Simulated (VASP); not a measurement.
Write the native input for VASP 6.6.1 that does the following.

```
Task                   : relaxation of shape and atoms at fixed volume
Functional             : LDA
Potentials or basis    : VASP PAW LDA potentials, release 64 (Bi_d, Se)
Cutoff                 : 600 eV
k mesh                 : 6 × 6 × 6
Occupations            : gaussian, width 0.05 eV
Spin                   : no spin polarisation
Dipole correction      : no
Further INCAR settings : ALGO = Normal; EDIFF = 1e-07; IBRION = 2; EDIFFG = -0.01; NSW = 60; ISIF = 4
```

The structure of Bi2Se3 lies in POSCAR:

```
Bi2Se3
1.0
    2.0370476747      1.1760900233      9.2385981726
   -2.0370476747      1.1760900233      9.2385981726
    0.0000000000     -2.3521800466      9.2385981727
Bi Se
2 3
Direct
    0.4012670174      0.4012670174      0.4012670174
    0.5987329826      0.5987329826      0.5987329826
    0.0000000000      0.0000000000      0.0000000000
    0.2092022294      0.2092022294      0.2092022294
    0.7907977706      0.7907977706      0.7907977706
```

One way to write it, as run:

INCAR

```
PREC = Accurate
ENCUT = 600
EDIFF = 1E-7
ISMEAR = 0
SIGMA = 0.05
LREAL = False
LASPH = True
NELM = 60
ALGO = Normal
ISIF = 4
LWAVE = False
LCHARG = False
IBRION = 2
NSW = 60
EDIFFG = -0.01
```

KPOINTS

```
regular mesh
0
Gamma
  6 6 6
```

Potentials or basis: VASP PAW LDA potentials, release 64 (Bi_d, Se).

Launch:

```sh
$ cat potpaw_LDA.64/Bi_d/POTCAR potpaw_LDA.64/Se/POTCAR > POTCAR
$ mpirun -np 1 vasp_std > vasp.out
```

It gave:

| Property | Result |
| --- | --- |
| Energy gained by relaxing | 1.2 meV/atom |
| Ionic steps | 6 |
| Pressure after relaxing | 1.1 GPa |
| Band gap on the k mesh | 0.07 eV |

Caveat: spin-orbit coupling is left out, which moves the levels of the heavy elements.

Run time: 36 min on 1 thread of AMD EPYC 9R45 96-Core Processor (Zen 5), on a shared host, peak memory 0.68 GiB.
